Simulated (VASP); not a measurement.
Input of a VASP 6.6.1 run:

Contents of INCAR:

```
SYSTEM = Ni
  ALGO = Normal
  EDIFF = 1E-6
  ENCUT = 520
  GGA = PE
  ISIF = 2
  ISMEAR = -1
  ISPIN = 2
  LASPH = .True.
  LCHARG = .True.
  LDAU = .True.
  LDAUJ = 0
  LDAUL = 2
  LDAUPRINT = 1
  LDAUTYPE = 2
  LDAUU = 6.2
  LELF = .True.
  LMAXMIX = 4
  LORBIT = 11
  LREAL = .False.
  LVHAR = .True.
  LWAVE = .False.
  MAGMOM = 1.54
  NBANDS = 15
  NELM = 150
  NUPDOWN = 1.54
  PREC = Accurate
  SIGMA = 0.05
```

KPOINTS

```
k-points
0
Gamma
  12 12 12
  0 0 0
```

File POSCAR:

```
Ni
1.0
    0.0000000000      1.7698700000      1.7698700000
    1.7698700000      0.0000000000      1.7698700000
    1.7698700000      1.7698700000      0.0000000000
Ni
1
Direct
    0.0000000000      0.0000000000      0.0000000000
```

Potentials or basis: VASP PAW PBE potentials, release 64 (Ni).

Launch:

```bash
$ cat potpaw_PBE.64/Ni/POTCAR > POTCAR
$ mpirun -np 1 vasp_std > vasp.out
```

(1) Estimate the pressure.

Answers

(1) 3.7 GPa.

Caveat: the total moment is fixed, so each spin has its own Fermi level; the U is typed as a test and isn't derived for this compound.
